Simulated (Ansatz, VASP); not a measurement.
One calculation of AgCl, two programs

The input INCAR:

```
SYSTEM = AgCl
PREC = Accurate
ENCUT = 520
EDIFF = 1E-8
ISMEAR = -1
SIGMA = 0.01
LREAL = .FALSE.
LASPH = .TRUE.
NELM = 60
ALGO = Normal
ISIF = 2
LWAVE = .FALSE.
LCHARG = .FALSE.
GGA = PE
LEFG = .TRUE.
NBANDS = 16
```

File KPOINTS:

```
regular mesh
0
G
  9 9 9
  0 0 0
```

Contents of POSCAR:

```
AgCl
1.0
    3.4339730000      0.0000000000      0.0000000000
    0.0000000000      3.4339730000      0.0000000000
    0.0000000000      0.0000000000      3.4683127300
Ag Cl
1 1
Direct
    0.0000000000      0.0000000000      0.0000000000
    0.5000000000      0.5000000000      0.5000000000
```

Input for Ansatz:

```yaml
crystal:
  lattice:
    - [3.433973, 0.0, 0.0]
    - [0.0, 3.433973, 0.0]
    - [0.0, 0.0, 3.46831273]
  atoms:
    - { symbol: Ag, position: [0.0, 0.0, 0.0] }
    - { symbol: Cl, position: [0.5, 0.5, 0.5] }
kpoints:
  mp_grid: { grid: [9, 9, 9] }
scf:
  occupations: { method: fermi_dirac, width: 0.01 }
hamiltonian:
  xc: pbe
  pseudopotentials: { kind: all_electron, datasets: crystal }
output:
  forces: true
  stress: true
  eigenvalues: true
  efg: { contact_densities: true }
```

Change from the starting cell: zz strain of +1 %, crystal datasets.

Alike in both runs: task electric field gradients; functional PBE; k mesh 9 × 9 × 9; occupations fermi-dirac, width 0.01 eV; no spin polarisation.

|  | VASP | Ansatz |
| --- | --- | --- |
| version | VASP 6.6.1 | Ansatz 0.2.0 |
| potentials or method | VASP PAW PBE potentials, release 64 (Ag, Cl), cutoff 520 eV | all-electron PAW with datasets made for the crystal, scalar-relativistic |

```csv
,VASP,Ansatz,Ansatz less VASP
gap on the k mesh at the Fermi level (eV),0.59,0.60,+0.002
pressure (GPa),-0.7,-0.6,+0.13
"traceless stress, the component that is largest in VASP (GPa)",-0.31,-0.31,0.000
size of Vzz on the site where it differs most (V/Å²),1.0,1.3,+0.30
```

Ansatz ran all-electron here, and VASP with PAW potentials.
